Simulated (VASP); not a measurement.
# AlN (Fm-3m) in VASP: single point with BLYP

Aim: the single point of AlN with BLYP.

Everything below comes from runs of VASP 6.6.1. Logs are shortened: lines on timing, memory, paths and dates and some standing lists are left out, and cuts for length are marked.

### 1 The cell of the first run

The structure is cubic, space group Fm-3m (No. 225). The conventional cell has a = 3.938 Å, b = 3.938 Å, c = 3.938 Å, α = 90.00°, β = 90.00°, γ = 90.00°. Al (site symmetry m-3m) has 6 N at 1.97 Å within 2.6 Å. N (site symmetry m-3m) has 6 Al at 1.97 Å within 2.6 Å.

### 2 Single point, BLYP

File INCAR:

```
SYSTEM = AlN
AGGAC = 1.0
AGGAX = 1.0
ALDAC = 0.0
ALDAX = 1.0
ALGO = Normal
EDIFF = 1E-6
ENCUT = 600
GGA = B5
GGA_COMPAT = .FALSE.
ISIF = 2
ISMEAR = 0
LASPH = .TRUE.
LCHARG = .FALSE.
LREAL = .FALSE.
LWAVE = .FALSE.
NBANDS = 11
NELM = 120
PREC = Accurate
SIGMA = 0.01
```

File KPOINTS:

```
k-points
0
G
  8 8 8
  0 0 0
```

File POSCAR:

```
AlN
1.0
    0.0000000000      1.9690000000      1.9690000000
    1.9690000000      0.0000000000      1.9690000000
    1.9690000000      1.9690000000      0.0000000000
Al N
1 1
Direct
    0.0000000000      0.0000000000      0.0000000000
    0.5000000000      0.5000000000      0.5000000000
```

Potentials or basis: VASP PAW PBE potentials, release 64 (Al, N).

Launch:

```bash
$ cat potpaw_PBE.64/Al/POTCAR potpaw_PBE.64/N/POTCAR > POTCAR
$ mpirun -np 1 vasp_std > vasp.out
```

OUTCAR:

```text
SYSTEM = AlN
   EDIFF = 1E-6
   ENCUT = 600
   GGA = B5
   ISIF = 2
   ISMEAR = 0
   LASPH = .TRUE.
   LREAL = .FALSE.
   NELM = 120
   PREC = Accurate

 ion  position               nearest neighbor table
   1  0.000  0.000  0.000-   2 1.97   2 1.97   2 1.97   2 1.97   2 1.97   2 1.97
   2  0.500  0.500  0.500-   1 1.97   1 1.97   1 1.97   1 1.97   1 1.97   1 1.97

  LATTYP: Found a face centered cubic cell.
 ALAT       =     3.9380000000

  Lattice vectors:

 A1 = (   0.0000000000,   1.9690000000,   1.9690000000)
 A2 = (   1.9690000000,   0.0000000000,   1.9690000000)
 A3 = (   1.9690000000,   1.9690000000,   0.0000000000)

Analysis of symmetry for initial positions (statically):
=====================================================================
 Subroutine PRICEL returns:
 Original cell was already a primitive cell.

 Routine SETGRP: Setting up the symmetry group for a
 face centered cubic supercell.

 Subroutine GETGRP returns: Found 48 space group operations
 (whereof 48 operations were pure point group operations)
 out of a pool of 48 trial point group operations.

The static configuration has the point symmetry O_h .

Analysis of symmetry for dynamics (positions and initial velocities):
=====================================================================
 Subroutine PRICEL returns:
 Original cell was already a primitive cell.

 Routine SETGRP: Setting up the symmetry group for a
 face centered cubic supercell.

 Subroutine GETGRP returns: Found 48 space group operations
 (whereof 48 operations were pure point group operations)
 out of a pool of 48 trial point group operations.

The dynamic configuration has the point symmetry O_h .

 Subroutine INISYM returns: Found 48 space group operations
 (whereof 48 operations are pure point group operations),
 and found     1 'primitive' translations

----------------------------------------------------------------------------------------

                                     Primitive cell

  volume of cell :      15.2675

  direct lattice vectors                    reciprocal lattice vectors
     0.000000000  1.969000000  1.969000000    -0.253936008  0.253936008  0.253936008
     1.969000000  0.000000000  1.969000000     0.253936008 -0.253936008  0.253936008
     1.969000000  1.969000000  0.000000000     0.253936008  0.253936008 -0.253936008

  length of vectors
     2.784586504  2.784586504  2.784586504     0.439830068  0.439830068  0.439830068

  position of ions in fractional coordinates (direct lattice)
     0.000000000  0.000000000  0.000000000
     0.500000000  0.500000000  0.500000000

  ion indices of the primitive-cell ions
   primitive index   ion index
                 1           1
                 2           2

----------------------------------------------------------------------------------------

 KPOINTS: k-points

Automatic generation of k-mesh.
 Grid dimensions read from file:
 generate k-points for:    8    8    8

 Generating k-lattice:

  Cartesian coordinates                     Fractional coordinates (reciprocal lattice)
    -0.031742001  0.031742001  0.031742001     0.125000000  0.000000000  0.000000000
     0.031742001 -0.031742001  0.031742001     0.000000000  0.125000000  0.000000000
     0.031742001  0.031742001 -0.031742001     0.000000000  0.000000000  0.125000000

  Length of vectors
     0.054978758  0.054978758  0.054978758

  Shift w.r.t. Gamma in fractional coordinates (k-lattice)
     0.000000000  0.000000000  0.000000000

 Subroutine IBZKPT returns following result:
 ===========================================

 Found     29 irreducible k-points:

 Following reciprocal coordinates:
            Coordinates               Weight
  0.000000  0.000000  0.000000      1.000000
  0.125000  0.000000  0.000000      8.000000
  0.250000  0.000000  0.000000      8.000000
  0.375000  0.000000  0.000000      8.000000
  0.500000  0.000000  0.000000      4.000000
  0.125000  0.125000  0.000000      6.000000
[... 16 lines left out ...]
  0.500000  0.250000  0.125000     48.000000
 -0.375000  0.250000  0.125000     24.000000
 [... further k-points ...]
   k-points           NKPTS =     29   k-points in BZ     NKDIM =     29   number of bands    NBANDS=     11
   number of dos      NEDOS =    301   number of ions     NIONS =      2
   total plane-waves  NPLWV =  13824
   dimension x,y,z NGX =    24 NGY =   24 NGZ =   24
   dimension x,y,z NGXF=    48 NGYF=   48 NGZF=   48
   ions per type =               1   1
   NGX,Y,Z   is equivalent  to a cutoff of  14.33, 14.33, 14.33 a.u.
   NGXF,Y,Z  is equivalent  to a cutoff of  28.66, 28.66, 28.66 a.u.
 SYSTEM =  AlN
   PREC   = accura    normal or accurate (medium, high low for compatibility)
   ISTART =      0    job   : 0-new  1-cont  2-samecut
   ICHARG =      2    charge: 1-file 2-atom 10-const
   ISPIN  =      1    spin polarized calculation?
   LNONCOLLINEAR =      F non collinear calculations
   LSORBIT =      F    spin-orbit coupling
   LASPH  =      T    aspherical Exc in radial PAW
   ENCUT  =  600.0 eV  44.10 Ry    6.64 a.u.   5.56  5.56  5.56*2*pi/ulx,y,z
   NELM   =    120;   NELMIN=  2; NELMDL= -5     # of ELM steps
   EDIFF  = 0.1E-05   stopping-criterion for ELM
   LREAL  =      F    real-space projection
   EDIFFG = 0.1E-04   stopping-criterion for IOM
   NSW    =      0    number of steps for IOM
   IBRION =     -1    ionic relax: 0-MD 1-quasi-New 2-CG
   NFREE  =      0    steps in history (QN), initial steepest desc. (CG)
   ISIF   =      2    stress and relaxation
   ISYM   =      2    0-nonsym 1-usesym 2-fastsym
   POTIM  = 0.5000    time-step for ionic-motion
   TEBEG  =    0.0;   TEEND  =   0.0 temperature during run
   PSTRESS=    0.0 pullay stress
   NELECT =       8.0000    total number of electrons
   NUPDOWN=      -1.0000    fix difference up-down
   EMIN   =  10.00;   EMAX   =-10.00  energy-range for DOS
   EFERMI =   0.00;   METHOD = LEGACY
   ISMEAR =     0;   SIGMA  =   0.01  broadening in eV -4-tet -1-fermi 0-gaus
   EFERMI_NEDOS =   21; number of points for ismear=-14 and -15
   IALGO  =     38    algorithm
   IMIX   =      4    mixing-type and parameters
     AMIX     =   0.40;   BMIX     =  1.00
     AMIX_MAG =   1.60;   BMIX_MAG =  1.00
  volume/ion in A,a.u.               =       7.63        51.51
  Fermi-wavevector in a.u.,A,eV,Ry     =   1.319823  2.494104 23.700443  1.741933
  Thomas-Fermi vector in A             =   2.449694
   LORBIT       =      0    0 simple, 1 ext, 2 COOP (PROOUT), +10 PAW based schemes
   GGA     = B5    functional components
   LHFCALC =     F    Hartree Fock is set to
   AEXX    =    0.0000 exact exchange contribution
   IVDW    =     0    specifies the selected vdW correction
   LEPSILON=     F    determine dielectric tensor
   LRPA    =     F    only Hartree local field effects (RPA)
 non-spin polarized calculation
 Gauss-broadening in eV      SIGMA  =   0.01
  energy-cutoff  :      600.00
  volume of cell :       15.27
 maximum number of plane-waves:       531
 NGX is ok and might be reduce to    24
   NGX = 11   NGY = 11   NGZ = 11

 number of electron       8.0000000 magnetization

 Free energy of the ion-electron system (eV)
  ---------------------------------------------------
  ext. energy  EPLUGINS =         0.00000000
  ---------------------------------------------------
  free energy    TOTEN  =       -13.12579186 eV

  energy without entropy =      -13.12579186  energy(sigma->0) =      -13.12579186

 E-fermi :  11.4818     XC(G=0): -11.9923

 val. band max:       11.4190135758   @ k =   0.0000   0.0000   0.0000
 cond. band min:      16.9399321934   @ k =   0.5000   0.5000   0.0000
 fundamental gap:      5.5209186176
 Fermi energy:        11.4817835749

 k-point     1 :       0.0000    0.0000    0.0000
  band No.  band energies     occupation
      1      -6.6957      2.00000
      2      11.4190      2.00000
      3      11.4190      2.00000
      4      11.4190      2.00000
      5      18.5585      0.00000
      6      24.1684      0.00000
      7      24.1684      0.00000
      8      24.1684      0.00000
      9      29.9638      0.00000
     10      29.9638      0.00000
     11      29.9725      0.00000

 k-point     2 :       0.1250    0.0000    0.0000
  band No.  band energies     occupation
      1      -6.3551      2.00000
      2       9.9468      2.00000
      3      11.2131      2.00000
      4      11.2131      2.00000
      5      19.3154      0.00000
      6      23.0978      0.00000
      7      24.6424      0.00000
      8      24.6424      0.00000
      9      28.2419      0.00000
     10      28.2419      0.00000
     11      31.0293      0.00000

 k-point     3 :       0.2500    0.0000    0.0000
  band No.  band energies     occupation
      1      -5.3832      2.00000
      2       7.0124      2.00000
      3      10.7662      2.00000
      4      10.7662      2.00000
      5      19.3670      0.00000
      6      23.5484      0.00000
      7      24.5406      0.00000
      8      24.5406      0.00000
      9      28.5222      0.00000
     10      28.5222      0.00000
     11      29.9918      0.00000
[... 267 lines left out ...]
 k-point    23 :       0.5000    0.2500    0.1250
  band No.  band energies     occupation
      1      -3.3485      2.00000
      2       4.7643      2.00000
      3       7.7861      2.00000
      4       9.5901      2.00000
      5      20.6166      0.00000
      6      21.4649      0.00000
      7      23.2130      0.00000
      8      25.7308      0.00000
      9      29.4935      0.00000
     10      32.8487      0.00000
     11      34.7570      0.00000

 k-point    24 :      -0.3750    0.2500    0.1250
  band No.  band energies     occupation
      1      -2.6290      2.00000
      2       3.7060      2.00000
      3       7.5597      2.00000
      4       9.3147      2.00000
      5      20.7388      0.00000
      6      20.8345      0.00000
      7      24.7647      0.00000
      8      25.1979      0.00000
      9      30.7712      0.00000
     10      31.7940      0.00000
     11      35.2242      0.00000

 [... further k-points ...]

------------------------ aborting loop because EDIFF is reached ----------------------------------------

  FORCE on cell =-STRESS in cart. coord.  units (eV):
  Direction    XX          YY          ZZ          XY          YZ          ZX
  --------------------------------------------------------------------------------------
  -------------------------------------------------------------------------------------
  Total        3.4097825      3.4097825      3.4097825      0.0000000      0.0000000     -0.0000000
  in kB      357.8245389    357.8245389    357.8245389      0.0000000      0.0000000     -0.0000000
  external PRESSURE =     357.8245389 kB  Pullay stress =       0.0000000 kB

 VOLUME and BASIS-vectors are now :
 -----------------------------------------------------------------------------
  energy-cutoff  :      600.00
  volume of cell :       15.27
      direct lattice vectors                 reciprocal lattice vectors
     0.000000000  1.969000000  1.969000000    -0.253936008  0.253936008  0.253936008
     1.969000000  0.000000000  1.969000000     0.253936008 -0.253936008  0.253936008
     1.969000000  1.969000000  0.000000000     0.253936008  0.253936008 -0.253936008

 POSITION                                       TOTAL-FORCE (eV/Angst)
 -----------------------------------------------------------------------------------
      0.00000      0.00000      0.00000        -0.000000     -0.000000      0.000000
      1.96900      1.96900      1.96900         0.000000      0.000000      0.000000
 -----------------------------------------------------------------------------------
    total drift:                               -0.000000     -0.000000      0.000000

  FREE ENERGIE OF THE ION-ELECTRON SYSTEM (eV)
  ---------------------------------------------------
  free  energy   TOTEN  =       -13.1257918600 eV

  energy  without entropy=      -13.1257918600  energy(sigma->0) =      -13.12579186
```

It took 10 s on 1 thread of Intel Xeon Platinum 8259CL at 2.50GHz (Skylake/Cascade Lake), shared host; peak memory 0.13 GiB.

What came out:

```yaml
Free_energy: -13.1258 eV
Pressure: 35.8 GPa
Band_gap_on_the_k_mesh: 5.52 eV (least direct gap 7.14 eV)
```

Levels at points of the mesh, in eV from the valence-band top:
| k point | band 1 | band 2 | band 3 | band 4 | band 5 | band 6 | band 7 | band 8 | band 9 |
| --- | --- | --- | --- | --- | --- | --- | --- | --- | --- |
| (0.00, 0.00, 0.00) | -18.11 | 0.00 | 0.00 | 0.00 | 7.14 | 12.75 | 12.75 | 12.75 | 18.54 |
| (0.50, 0.00, 0.00) | -14.59 | -8.63 | -1.20 | -1.20 | 7.06 | 11.84 | 11.84 | 14.59 | 17.35 |
| (0.50, 0.50, 0.00) | -13.52 | -7.71 | -2.94 | -2.94 | 5.52 | 5.66 | 15.27 | 18.66 | 18.66 |

Caveat: the cell stands under pressure; the PAW data sets were made with another functional, which shifts forces and pressure a little.
